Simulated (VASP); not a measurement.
# B (R-3m) in VASP: density of states with PBEsol

Aim: the density of states of B with PBEsol.

All numbers are computed with VASP 6.6.1; they aren't measurements. Logs are shortened: lines on timing, memory, paths and dates and some standing lists are left out, and cuts for length are marked.

## Step 1: The cell of the first run

The structure is trigonal, space group R-3m (No. 166). The conventional cell has a = 4.875 Å, b = 4.875 Å, c = 12.499 Å, α = 90.00°, β = 90.00°, γ = 120.00°. Within 2.2 Å of B (site symmetry m) lie 6 B at 1.67 to 1.79 Å. B (site symmetry m) has 7 B at 1.77 to 1.99 Å within 2.4 Å.

## Step 2: Density of states, PBEsol

The input, POSCAR:

```
B
1.0
    2.4377431504      1.4074316641      4.1662080793
   -2.4377431504      1.4074316641      4.1662080793
    0.0000000000     -2.8148633282      4.1662080793
B
12
Direct
    0.0106210637      0.6538248266      0.0106210637
    0.0106210637      0.0106210637      0.6538248266
    0.6538248266      0.0106210637      0.0106210637
    0.9893789363      0.3461751734      0.9893789363
    0.9893789363      0.9893789363      0.3461751734
    0.3461751734      0.9893789363      0.9893789363
    0.2216069904      0.6298698206      0.2216069904
    0.2216069904      0.2216069904      0.6298698206
    0.6298698206      0.2216069904      0.2216069904
    0.7783930096      0.3701301794      0.7783930096
    0.7783930096      0.7783930096      0.3701301794
    0.3701301794      0.7783930096      0.7783930096
```

The input, INCAR.step1:

```
PREC     = Accurate       # precision mode
ENCUT    = 520            # plane-wave cutoff, eV
EDIFF    = 1E-6           # SCF threshold, eV
ISMEAR   = 0              # smearing method
SIGMA    = 0.05           # smearing width, eV
LREAL    = False          # projectors in reciprocal space
LASPH    = True           # aspherical terms in the spheres
NELM     = 60             # most SCF steps
ALGO     = Normal         # electronic algorithm
ISIF     = 2              # what is computed and relaxed
LWAVE    = False          # write WAVECAR
LCHARG   = True           # write CHGCAR
GGA      = PS             # functional
NBANDS   = 30             # bands
```

The input, KPOINTS.step1:

```
regular mesh
0
Gamma
  8 8 8
```

The input, INCAR.step2:

```
PREC     = Accurate       # precision mode
ENCUT    = 520            # plane-wave cutoff, eV
EDIFF    = 1E-6           # SCF threshold, eV
ISMEAR   = -5             # smearing method
SIGMA    = 0.05           # smearing width, eV
LREAL    = False          # projectors in reciprocal space
LASPH    = True           # aspherical terms in the spheres
NELM     = 60             # most SCF steps
ALGO     = Normal         # electronic algorithm
ISIF     = 2              # what is computed and relaxed
LWAVE    = False          # write WAVECAR
LCHARG   = False          # write CHGCAR
GGA      = PS             # functional
LORBIT   = 11             # projections on sites
NEDOS    = 1001           # points of the DOS
ICHARG   = 11             # starting density
```

The input, KPOINTS.step2:

```
regular mesh
0
Gamma
  12 12 12
```

Potentials or basis: VASP PAW PBE potentials, release 64 (B).

Command:

```console
$ cat potpaw_PBE.64/B/POTCAR > POTCAR
$ cp INCAR.step1 INCAR
$ cp KPOINTS.step1 KPOINTS
$ mpirun -np 1 vasp_std > vasp.out
$ cp INCAR.step2 INCAR
$ cp KPOINTS.step2 KPOINTS
$ mpirun -np 1 vasp_std > vasp.out
```

OUTCAR:

```text
PREC = Accurate
   ENCUT = 520
   EDIFF = 1E-6
   ISMEAR = -5
   LREAL = False
   LASPH = True
   NELM = 60
   ISIF = 2
   GGA = PS
   LORBIT = 11
   ICHARG = 11

 ion  position               nearest neighbor table
   1  0.011  0.654  0.011-   4 1.67   3 1.74   2 1.74   7 1.79  11 1.79  12 1.79
   2  0.011  0.011  0.654-   5 1.67   3 1.74   1 1.74   8 1.79  10 1.79  12 1.79
   3  0.654  0.011  0.011-   6 1.67   1 1.74   2 1.74   9 1.79  11 1.79  10 1.79
   4  0.989  0.346  0.989-   1 1.67   6 1.74   5 1.74  10 1.79   8 1.79   9 1.79
   5  0.989  0.989  0.346-   2 1.67   4 1.74   6 1.74  11 1.79   9 1.79   7 1.79
   6  0.346  0.989  0.989-   3 1.67   4 1.74   5 1.74  12 1.79   8 1.79   7 1.79
   7  0.222  0.630  0.222-  11 1.77  12 1.77   1 1.79   5 1.79   6 1.79   9 1.99   8 1.99
   8  0.222  0.222  0.630-  10 1.77  12 1.77   2 1.79   4 1.79   6 1.79   7 1.99   9 1.99
   9  0.630  0.222  0.222-  11 1.77  10 1.77   3 1.79   5 1.79   4 1.79   7 1.99   8 1.99
  10  0.778  0.370  0.778-   8 1.77   9 1.77   4 1.79   2 1.79   3 1.79  12 1.99  11 1.99
  11  0.778  0.778  0.370-   7 1.77   9 1.77   5 1.79   3 1.79   1 1.79  10 1.99  12 1.99
  12  0.370  0.778  0.778-   8 1.77   7 1.77   6 1.79   2 1.79   1 1.79  10 1.99  11 1.99

  LATTYP: Found a trigonal (rhomboedric) cell.
 ALAT       =     5.0279961532
 COS(alpha) =     0.5298721147

  Lattice vectors:

 A1 = (   2.4377431504,   1.4074316641,   4.1662080793)
 A2 = (  -2.4377431504,   1.4074316641,   4.1662080793)
 A3 = (   0.0000000000,  -2.8148633282,   4.1662080793)

Analysis of symmetry for initial positions (statically):
=====================================================================
 Subroutine PRICEL returns:
 Original cell was already a primitive cell.

 Routine SETGRP: Setting up the symmetry group for a
 trigonal (rhombohedral) supercell.

 Subroutine GETGRP returns: Found 12 space group operations
 (whereof 12 operations were pure point group operations)
 out of a pool of 12 trial point group operations.

The static configuration has the point symmetry D_3d.

Analysis of symmetry for dynamics (positions and initial velocities):
=====================================================================
 Subroutine PRICEL returns:
 Original cell was already a primitive cell.

 Routine SETGRP: Setting up the symmetry group for a
 trigonal (rhombohedral) supercell.

 Subroutine GETGRP returns: Found 12 space group operations
 (whereof 12 operations were pure point group operations)
 out of a pool of 12 trial point group operations.

The dynamic configuration has the point symmetry D_3d.

 Subroutine INISYM returns: Found 12 space group operations
 (whereof 12 operations are pure point group operations),
 and found     1 'primitive' translations

----------------------------------------------------------------------------------------

                                     Primitive cell

  volume of cell :      85.7645

  direct lattice vectors                    reciprocal lattice vectors
     2.437743150  1.407431664  4.166208079     0.205107745  0.118419012  0.080008806
    -2.437743150  1.407431664  4.166208079    -0.205107745  0.118419012  0.080008806
     0.000000000 -2.814863328  4.166208079     0.000000000 -0.236838023  0.080008806

  length of vectors
     5.027996153  5.027996153  5.027996153     0.249987316  0.249987316  0.249987316

  position of ions in fractional coordinates (direct lattice)
     0.010621064  0.653824827  0.010621064
     0.010621064  0.010621064  0.653824827
     0.653824827  0.010621064  0.010621064
     0.989378936  0.346175173  0.989378936
     0.989378936  0.989378936  0.346175173
     0.346175173  0.989378936  0.989378936
     0.221606990  0.629869821  0.221606990
     0.221606990  0.221606990  0.629869821
     0.629869821  0.221606990  0.221606990
     0.778393010  0.370130179  0.778393010
     0.778393010  0.778393010  0.370130179
     0.370130179  0.778393010  0.778393010

  ion indices of the primitive-cell ions
   primitive index   ion index
                 1           1
                 2           2
                 3           3
                 4           4
                 5           5
                 6           6
                 7           7
                 8           8
                 9           9
                10          10
                11          11
                12          12

----------------------------------------------------------------------------------------

 KPOINTS: regular mesh

Automatic generation of k-mesh.
 Grid dimensions read from file:
 generate k-points for:   12   12   12

 Generating k-lattice:

  Cartesian coordinates                     Fractional coordinates (reciprocal lattice)
     0.017092312  0.009868251  0.006667400     0.083333333  0.000000000  0.000000000
    -0.017092312  0.009868251  0.006667400     0.000000000  0.083333333  0.000000000
     0.000000000 -0.019736502  0.006667400     0.000000000  0.000000000  0.083333333

  Length of vectors
     0.020832276  0.020832276  0.020832276

  Shift w.r.t. Gamma in fractional coordinates (k-lattice)
     0.000000000  0.000000000  0.000000000

 TETIRR: Found    864 inequivalent tetrahedra from    10368

 Subroutine IBZKPT returns following result:
 ===========================================

 Found    189 irreducible k-points:

 Following reciprocal coordinates:
            Coordinates               Weight
  0.000000  0.000000  0.000000      1.000000
  0.083333 -0.000000  0.000000      6.000000
  0.166667 -0.000000  0.000000      6.000000
  0.250000 -0.000000  0.000000      6.000000
  0.333333 -0.000000  0.000000      6.000000
  0.416667 -0.000000  0.000000      6.000000
[... 16 lines left out ...]
  0.500000  0.166667  0.000000     12.000000
 -0.416667  0.166667  0.000000     12.000000
 [... further k-points ...]
   k-points           NKPTS =    189   k-points in BZ     NKDIM =    189   number of bands    NBANDS=     25
   number of dos      NEDOS =   1001   number of ions     NIONS =     12
   total plane-waves  NPLWV =  64000
   dimension x,y,z NGX =    40 NGY =   40 NGZ =   40
   dimension x,y,z NGXF=    80 NGYF=   80 NGZF=   80
   ions per type =              12
   NGX,Y,Z   is equivalent  to a cutoff of  13.23, 13.23, 13.23 a.u.
   NGXF,Y,Z  is equivalent  to a cutoff of  26.45, 26.45, 26.45 a.u.
 SYSTEM =  unknown system
   PREC   = accura    normal or accurate (medium, high low for compatibility)
   ISTART =      0    job   : 0-new  1-cont  2-samecut
   ICHARG =     11    charge: 1-file 2-atom 10-const
   ISPIN  =      1    spin polarized calculation?
   LNONCOLLINEAR =      F non collinear calculations
   LSORBIT =      F    spin-orbit coupling
   LASPH  =      T    aspherical Exc in radial PAW
   ENCUT  =  520.0 eV  38.22 Ry    6.18 a.u.   9.35  9.35  9.35*2*pi/ulx,y,z
   NELM   =     60;   NELMIN=  2; NELMDL=  0     # of ELM steps
   EDIFF  = 0.1E-05   stopping-criterion for ELM
   LREAL  =      F    real-space projection
   EDIFFG = 0.1E-04   stopping-criterion for IOM
   NSW    =      0    number of steps for IOM
   IBRION =     -1    ionic relax: 0-MD 1-quasi-New 2-CG
   NFREE  =      0    steps in history (QN), initial steepest desc. (CG)
   ISIF   =      2    stress and relaxation
   ISYM   =      2    0-nonsym 1-usesym 2-fastsym
   POTIM  = 0.5000    time-step for ionic-motion
   TEBEG  =    0.0;   TEEND  =   0.0 temperature during run
   PSTRESS=    0.0 pullay stress
   NELECT =      36.0000    total number of electrons
   NUPDOWN=      -1.0000    fix difference up-down
   EMIN   =  10.00;   EMAX   =-10.00  energy-range for DOS
   EFERMI =   0.00;   METHOD = LEGACY
   ISMEAR =    -5;   SIGMA  =   0.05  broadening in eV -4-tet -1-fermi 0-gaus
   EFERMI_NEDOS =   21; number of points for ismear=-14 and -15
   IALGO  =     38    algorithm
   IMIX   =      4    mixing-type and parameters
     AMIX     =   0.40;   BMIX     =  1.00
     AMIX_MAG =   1.60;   BMIX_MAG =  1.00
  volume/ion in A,a.u.               =       7.15        48.23
  Fermi-wavevector in a.u.,A,eV,Ry     =   1.225763  2.316356 20.442685  1.502495
  Thomas-Fermi vector in A             =   2.360789
   LORBIT       =     11    0 simple, 1 ext, 2 COOP (PROOUT), +10 PAW based schemes
   GGA     = PS    functional components
   LHFCALC =     F    Hartree Fock is set to
   AEXX    =    0.0000 exact exchange contribution
   IVDW    =     0    specifies the selected vdW correction
   LEPSILON=     F    determine dielectric tensor
   LRPA    =     F    only Hartree local field effects (RPA)
 non-spin polarized calculation
 Fermi weights with tetrahedron method with Bloechl corrections
  energy-cutoff  :      520.00
  volume of cell :       85.76
 maximum number of plane-waves:      2329
 NGX is ok and might be reduce to    40

 number of electron      36.0000000 magnetization

 Free energy of the ion-electron system (eV)
  ---------------------------------------------------
  ext. energy  EPLUGINS =         0.00000000
  ---------------------------------------------------
  free energy    TOTEN  =       -84.47212042 eV

  energy without entropy =      -84.47212042  energy(sigma->0) =      -84.47212042

 E-fermi :   6.0589     XC(G=0): -11.7193

 val. band max:        6.0522727104   @ k =   0.5000   0.5000   0.5000
 cond. band min:       7.3875515685   @ k =   0.0000   0.0000   0.0000
 fundamental gap:      1.3352788581
 Fermi energy:         6.0588736951

 k-point     1 :       0.0000    0.0000    0.0000
  band No.  band energies     occupation
      1     -10.2926      2.00000
      2      -4.4742      2.00000
      3      -4.2150      2.00000
      4      -4.2150      2.00000
      5      -3.2535      2.00000
      6      -2.5612      2.00000
[... 17 lines left out ...]
     24      12.3618      0.00000
     25      13.8973      0.00000
[... 621 lines left out ...]
      3      -5.7937      2.00000
      4      -4.8978      2.00000
      5      -2.6046      2.00000
      6      -2.4484      2.00000
[... 17 lines left out ...]
     24      12.0899      0.00000
     25      12.1842      0.00000

 [... further k-points ...]

------------------------ aborting loop because EDIFF is reached ----------------------------------------

  FORCE on cell =-STRESS in cart. coord.  units (eV):
  Direction    XX          YY          ZZ          XY          YZ          ZX
  --------------------------------------------------------------------------------------
  -------------------------------------------------------------------------------------
  Total        0.2776345      0.2776345      0.2118290      0.0000000      0.0000000      0.0000000
  in kB        5.1865257      5.1865257      3.9572051      0.0000000      0.0000000      0.0000000
  external PRESSURE =       4.7767522 kB  Pullay stress =       0.0000000 kB

 VOLUME and BASIS-vectors are now :
 -----------------------------------------------------------------------------
  energy-cutoff  :      520.00
  volume of cell :       85.76
      direct lattice vectors                 reciprocal lattice vectors
     2.437743150  1.407431664  4.166208079     0.205107745  0.118419012  0.080008806
    -2.437743150  1.407431664  4.166208079    -0.205107745  0.118419012  0.080008806
     0.000000000 -2.814863328  4.166208079     0.000000000 -0.236838023  0.080008806

 POSITION                                       TOTAL-FORCE (eV/Angst)
 -----------------------------------------------------------------------------------
     -1.56797      0.90527      2.81247         0.016573     -0.009568     -0.016189
      0.00000     -1.81053      2.81247         0.000000      0.019137     -0.016189
      1.56797      0.90527      2.81247        -0.016573     -0.009568     -0.016189
      1.56797     -0.90527      9.68615        -0.016573      0.009568      0.016189
      0.00000      1.81053      9.68615         0.000000     -0.019137      0.016189
     -1.56797     -0.90527      9.68615         0.016573      0.009568      0.016189
     -0.99524      0.57460      4.47069         0.030731     -0.017743     -0.000138
      0.00000     -1.14920      4.47069         0.000000      0.035485     -0.000138
      0.99524      0.57460      4.47069        -0.030731     -0.017743     -0.000138
      0.99524     -0.57460      8.02793        -0.030731      0.017743      0.000138
      0.00000      1.14920      8.02793         0.000000     -0.035485      0.000138
     -0.99524     -0.57460      8.02793         0.030731      0.017743      0.000138
 -----------------------------------------------------------------------------------
    total drift:                                0.000000     -0.000000      0.000000

  FREE ENERGIE OF THE ION-ELECTRON SYSTEM (eV)
  ---------------------------------------------------
  free  energy   TOTEN  =       -84.4721204186 eV

  energy  without entropy=      -84.4721204186  energy(sigma->0) =      -84.47212042

 total charge

# of ion       s       p       d       tot
------------------------------------------
    1        0.706   1.409   0.000   2.116
    2        0.706   1.409   0.000   2.116
    3        0.706   1.409   0.000   2.116
    4        0.706   1.409   0.000   2.116
    5        0.706   1.409   0.000   2.116
    6        0.706   1.409   0.000   2.116
    7        0.657   1.300   0.000   1.958
    8        0.657   1.300   0.000   1.958
    9        0.657   1.300   0.000   1.958
   10        0.657   1.300   0.000   1.958
   11        0.657   1.300   0.000   1.958
   12        0.657   1.300   0.000   1.958
--------------------------------------------------
tot          8.182  16.257   0.000  24.439
```

Wall time 9.2 min (1 thread of Intel Xeon Platinum 8259CL at 2.50GHz (Skylake/Cascade Lake), shared host); peak memory 0.41 GiB.

What came out:

* Valence electrons inside the program's atomic spheres: B 2.12, 1.96

Caveat: the PAW data sets were made with another functional, which shifts forces and pressure a little.
